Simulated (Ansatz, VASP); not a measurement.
## One calculation of CdSe, two programs

```
Cd Se
1.0
    -0.06141    3.03957    3.03957
     3.03957   -0.06141    3.03957
     3.03957    3.03957   -0.06141
Cd Se
1 1
Direct
  0.00000 0.00000 0.00000
  0.25000 0.25000 0.25000
```

Change from the starting cell: equal xy, yz and zx shear strains of -2 %, PAW files.

Alike in both runs: task electric field gradients; functional PBE; k mesh 8 × 8 × 8; occupations fermi-dirac, width 0.03 eV; no spin polarisation.

|  | VASP | Ansatz |
| --- | --- | --- |
| version | VASP 6.6.1 | Ansatz 0.2.0 |
| potentials or method | VASP PAW PBE potentials, release 64 (Cd, Se) | PAW with Ansatz's default frozen-core files, scalar-relativistic |
| plane-wave cutoff (eV) | 400 | 420 |
| valence electrons in the cell | 18 | 36 |

|  | VASP | Ansatz | Ansatz less VASP |
| --- | --- | --- | --- |
| pressure (GPa) | 1.3 | 1.4 | +0.09 |
| traceless stress, the component that is largest in VASP (GPa) | 0.92 | 0.89 | -0.022 |
| rms of the force components (eV/Å) | 0.136 | 0.131 | -0.0053 |
| size of Vzz on the site where it differs most (V/Å²) | 21.6 | 19.3 | -2.31 |

Atom by atom the forces differ by 0.005 eV/Å (rms over components). The functional is the same, so the differences come from potentials, cutoffs and numerics. VASP's potentials hold 18 valence electrons a cell and Ansatz's 36, so a difference there can come from the potentials and not from the codes.
